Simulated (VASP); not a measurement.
# SnSe2 in VASP: a series of runs, part 2 of 2

VASP 6.6.1.

## Step 4: Single point, r2SCAN (uniaxial strain along a: -2.0 %, then relaxed in part)

POSCAR

```
SnSe2
1.0
    3.7637490944      0.0002332031      0.0000000000
   -1.8816674353      3.3418006449      0.0000000000
    0.0000000000      0.0000000000      6.5674490601
Sn Se
1 2
Direct
    0.0000000000      0.0000000000      0.0000000000
    0.6671566366      0.3343194655      0.7589132873
    0.3328433634      0.6656805345      0.2410867127
```

INCAR.step1

```
SYSTEM = SnSe2
PREC = Accurate ; ENCUT = 520
ISMEAR = 0 ; SIGMA = 0.02
LREAL = .False. ; LASPH = .True.
NELM = 80 ; NBANDS = 20
GGA = PE ; ALGO = Normal
EDIFF = 1E-4 ; LWAVE = .True.
LCHARG = .False.
```

INCAR.step2

```
SYSTEM = SnSe2
PREC = Accurate ; ENCUT = 520
EDIFF = 1E-6 ; ISMEAR = 0
SIGMA = 0.02 ; LREAL = .False.
LASPH = .True. ; NELM = 80
ALGO = Normal ; ISIF = 2
LWAVE = .False. ; LCHARG = .True.
METAGGA = R2SCAN ; LMIXTAU = .True.
LELF = .True. ; LVHAR = .True.
NBANDS = 20 ; ISTART = 1
```

KPOINTS

```
regular mesh
0
Gamma
  12 12 4
  0 0 0
```

Launch:

```
> cat potpaw_PBE.64/Sn_d/POTCAR potpaw_PBE.64/Se/POTCAR > POTCAR
> cp INCAR.step1 INCAR
> mpirun -np 1 vasp_std > vasp.out
> cp INCAR.step2 INCAR
> mpirun -np 1 vasp_std > vasp.out
```

Run time: 16 min. Hardware: 1 thread of AMD EPYC 9R45 (Zen 5), shared host; peak memory 0.53 GiB.

The run converged. Its results:

```
Free energy            : -54.6283 eV
Pressure               : 0.7 GPa
Largest force          : 0.013 eV/Å
Band gap on the k mesh : 0.87 eV (least direct gap 1.46 eV)
```

Forces in eV/Å, atoms in the order of the input:
```
Sn   0.000  0.000  0.000
Se   0.000  0.001 -0.013
Se   0.000 -0.001  0.013
```

Stress tensor (GPa, compression positive):
```
 2.12  0.00  0.00
 0.00  0.04 -0.02
 0.00 -0.02  0.06
```

Levels at points of the mesh, in eV from the valence-band top:
```tsv
k point	band 11	band 12	band 13	band 14	band 15	band 16
(0.00, 0.00, 0.00)	-0.44	-0.31	-0.17	1.51	3.58	4.95
(0.50, 0.00, 0.00)	-2.54	-1.08	-0.42	1.17	4.20	5.84
(0.00, 0.50, 0.00)	-2.33	-1.11	-0.24	1.40	4.47	5.97
(0.50, 0.50, 0.00)	-2.54	-1.08	-0.42	1.17	4.20	5.83
(0.00, 0.00, 0.50)	-0.57	-0.23	-0.09	2.66	3.53	4.80
(0.50, 0.00, 0.50)	-2.16	-0.83	-0.63	0.88	4.57	5.15
(0.00, 0.50, 0.50)	-2.22	-0.82	-0.45	1.01	4.71	5.22
(0.50, 0.50, 0.50)	-2.16	-0.83	-0.64	0.87	4.57	5.15
```

Caveat: the cell differs from its parent crystal (uniaxial strain along a: -2.0 %, then relaxed in part); the PAW data sets were made with another functional, which shifts forces and pressure a little; spin-orbit coupling is left out, which moves the levels of the heavy elements. A k mesh can miss the band edges.

## Step 5: Single point, r2SCAN

This run uses another cell than the first one, of 28.34 Å³/atom.

POSCAR

```
SnSe2
1.0
    3.8405603077      0.0000000000      0.0000000000
   -1.9202801539      3.3260227912      0.0000000000
    0.0000000000      0.0000000000      6.6551244967
Sn Se
1 2
Direct
    0.0000000000      0.0000000000      0.0000000000
    0.6666666667      0.3333333333      0.7633438561
    0.3333333333      0.6666666667      0.2366561439
```

INCAR.step1

```
SYSTEM = SnSe2
  ALGO = Normal
  EDIFF = 1E-4
  ENCUT = 520
  GGA = PE
  ISMEAR = 0
  LASPH = .TRUE.
  LCHARG = .FALSE.
  LREAL = .FALSE.
  LWAVE = .TRUE.
  NBANDS = 20
  NELM = 100
  PREC = Accurate
  SIGMA = 0.02
```

INCAR.step2

```
SYSTEM = SnSe2
  ALGO = Normal
  EDIFF = 1E-7
  ENCUT = 520
  ISIF = 2
  ISMEAR = 0
  ISTART = 1
  LASPH = .TRUE.
  LCHARG = .FALSE.
  LMIXTAU = .TRUE.
  LREAL = .FALSE.
  LWAVE = .FALSE.
  METAGGA = R2SCAN
  NBANDS = 20
  NELM = 100
  PREC = Accurate
  SIGMA = 0.02
```

KPOINTS

```
k-points
0
G
  12 12 4
  0 0 0
```

Potentials or basis: VASP PAW PBE potentials, release 64 (Sn_d, Se).

Launch:

```
> cat potpaw_PBE.64/Sn_d/POTCAR potpaw_PBE.64/Se/POTCAR > POTCAR
> cp INCAR.step1 INCAR
> mpirun -np 1 vasp_std > vasp.out
> cp INCAR.step2 INCAR
> mpirun -np 1 vasp_std > vasp.out
```

OUTCAR:

```text
SYSTEM = SnSe2
   EDIFF = 1E-7
   ENCUT = 520
   ISIF = 2
   ISMEAR = 0
   ISTART = 1
   LASPH = .TRUE.
   LREAL = .FALSE.
   METAGGA = R2SCAN
   NELM = 100
   PREC = Accurate

 ion  position               nearest neighbor table
   1  0.000  0.000  0.000-   2 2.72   3 2.72   3 2.72   2 2.72   2 2.72   3 2.72
   2  0.667  0.333  0.763-   1 2.72   1 2.72   1 2.72
   3  0.333  0.667  0.237-   1 2.72   1 2.72   1 2.72

  LATTYP: Found a hexagonal cell.
 ALAT       =     3.8405603077
 C/A-ratio  =     1.7328524912

  Lattice vectors:

 A1 = (   3.8405603077,   0.0000000000,   0.0000000000)
 A2 = (  -1.9202801539,   3.3260227912,   0.0000000000)
 A3 = (   0.0000000000,   0.0000000000,   6.6551244967)

Analysis of symmetry for initial positions (statically):
=====================================================================
 Subroutine PRICEL returns:
 Original cell was already a primitive cell.

 Routine SETGRP: Setting up the symmetry group for a
 hexagonal supercell.

 Subroutine GETGRP returns: Found 12 space group operations
[... 158 lines left out ...]
 number of electron      25.9999999 magnetization

 Free energy of the ion-electron system (eV)
  ---------------------------------------------------
  ext. energy  EPLUGINS =         0.00000000
  ---------------------------------------------------
  free energy    TOTEN  =       -54.63825191 eV

  energy without entropy =      -54.63825191  energy(sigma->0) =      -54.63825191

 E-fermi :   2.9596     XC(G=0):  -9.4609

 val. band max:        2.8180289177   @ k =   0.1667   0.0000   0.0000
 cond. band min:       3.8534552788   @ k =   0.5000   0.0000   0.5000
 fundamental gap:      1.0354263611
 Fermi energy:         2.9595917481

 k-point     1 :       0.0000    0.0000    0.0000
  band No.  band energies     occupation
      1     -18.9670      2.00000
      2     -18.9670      2.00000
      3     -18.9119      2.00000
      4     -18.9052      2.00000
      5     -18.9052      2.00000
      6     -11.2289      2.00000
[... 541 lines left out ...]
     19      11.6537      0.00000
     20      12.1851      0.00000

 [... further k-points ...]
[... 5 lines left out ...]
  --------------------------------------------------------------------------------------
  -------------------------------------------------------------------------------------
  Total       -0.0254516     -0.0254516     -0.0849653      0.0000000      0.0000000      0.0000000
  in kB       -0.4796771     -0.4796771     -1.6013122      0.0000000      0.0000000      0.0000000
  external PRESSURE =      -0.8535555 kB  Pullay stress =       0.0000000 kB

 VOLUME and BASIS-vectors are now :
 -----------------------------------------------------------------------------
  energy-cutoff  :      520.00
  volume of cell :       85.01
      direct lattice vectors                 reciprocal lattice vectors
     3.840560308  0.000000000  0.000000000     0.260378674  0.150329697  0.000000000
    -1.920280154  3.326022791  0.000000000     0.000000000  0.300659395  0.000000000
     0.000000000  0.000000000  6.655124497     0.000000000  0.000000000  0.150260149

 POSITION                                       TOTAL-FORCE (eV/Angst)
 -----------------------------------------------------------------------------------
      0.00000      0.00000      0.00000        -0.000000      0.000000      0.000000
      1.92028      1.10867      5.08015         0.000000     -0.000000     -0.013071
     -0.00000      2.21735      1.57498        -0.000000      0.000000      0.013071
 -----------------------------------------------------------------------------------
    total drift:                                0.000000     -0.000000      0.000000

  FREE ENERGIE OF THE ION-ELECTRON SYSTEM (eV)
  ---------------------------------------------------
  free  energy   TOTEN  =       -54.6382519083 eV

  energy  without entropy=      -54.6382519083  energy(sigma->0) =      -54.63825191
```

It took 3.9 min on 1 thread of Intel Xeon 6975P-C (Granite Rapids), shared host; peak memory 0.28 GiB.

Results:

```
Free energy            : -54.6383 eV
Pressure               : -0.1 GPa
Largest force          : 0.013 eV/Å
Band gap on the k mesh : 1.04 eV (least direct gap 1.45 eV)
```

Forces in eV/Å, atoms in the order of the input:
```
Sn   0.000  0.000  0.000
Se   0.000  0.000 -0.013
Se   0.000  0.000  0.013
```

Stress tensor (GPa, compression positive):
```
-0.05  0.00  0.00
 0.00 -0.05  0.00
 0.00  0.00 -0.16
```

Caveat: the PAW data sets were made with another functional, which shifts forces and pressure a little; spin-orbit coupling is left out, which moves the levels of the heavy elements. A k mesh can miss the band edges.

## Step 6: Summary

```csv
cell,gap on the mesh (eV),pressure (GPa),largest force (eV/Å)
"a = 3.764, b = 3.836, c = 6.557 Å, angles 90.0, 90.0, 119.4°, 3 atoms, atomic positions A",0.89,0.8,0.03
"a = 3.917, b = 3.846, c = 6.492 Å, angles 90.0, 90.0, 120.6°, 3 atoms, atomic positions A",0.97,-0.6,0.01
"a = 3.764, b = 3.835, c = 6.567 Å, angles 90.0, 90.0, 119.4°, 3 atoms, atomic positions A",0.87,0.7,0.01
"a = 3.841, b = 3.841, c = 6.655 Å, angles 90.0, 90.0, 120.0°, 3 atoms, atomic positions B",1.04,-0.1,0.01
```

Alike in all rows: task single point; level r2SCAN; potentials or basis VASP PAW PBE potentials, release 64 (Sn_d, Se); no spin polarisation; k mesh 12 × 12 × 4; cutoff (eV) 520; smearing gaussian 0.02 eV.

Caveats: the PAW data sets were made with another functional, which shifts forces and pressure a little; spin-orbit coupling is left out, which moves the levels of the heavy elements.

Total energies depend on the potentials used, so only differences within one code and one set of settings carry meaning.
